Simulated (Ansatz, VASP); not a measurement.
One calculation of Na4F3, two programs

```xyz
7
Lattice="4.2950 0.0000 0.0000 0.0000 4.2950 0.0000 0.0000 0.0000 4.2950" Properties=species:S:1:pos:R:3 pbc="T T T"
Na    1.5502    1.5502    1.5502
Na    2.7448    2.7448    1.5502
Na    2.7448    1.5502    2.7448
Na    1.5502    2.7448    2.7448
F     0.0000    2.1475    2.1475
F     2.1475    0.0000    2.1475
F     2.1475    2.1475    0.0000
```

Alike in both runs: task relaxation of cell and atoms; functional PBE; k mesh 4 × 4 × 4; occupations gaussian, width 0.1 eV; no spin polarisation.

```csv
,VASP,Ansatz
version,VASP 6.6.1,Ansatz 0.2.0
potentials or method,"VASP PAW PBE potentials, release 64 (Na_pv, F), cutoff 600 eV","scalar-relativistic, plane waves, PAW"
valence electrons in the cell,49,57
```

```tsv
	VASP	Ansatz	Ansatz less VASP
gap on the k mesh at the Fermi level, each at its own relaxed structure (eV)	none	none	-
relaxed volume (Å³/atom)	18.83	20.94	+2.110
relaxed length of the cell vector where the two differ most in proportion (Å)	5.089	5.273	+0.1834
```

A gap of «none» marks a metal or a gap that the smearing closes. One of these differences is far larger than is usual between the two programs; its cause wasn't traced. VASP's potentials hold 49 valence electrons a cell and Ansatz's 57, so a difference there can come from the potentials and not from the codes.

The k mesh is coarse, so the values compare programs but aren't converged. Noted on VASP's run: the volume moved by over 15 % at a fixed basis, so the end points are rough.
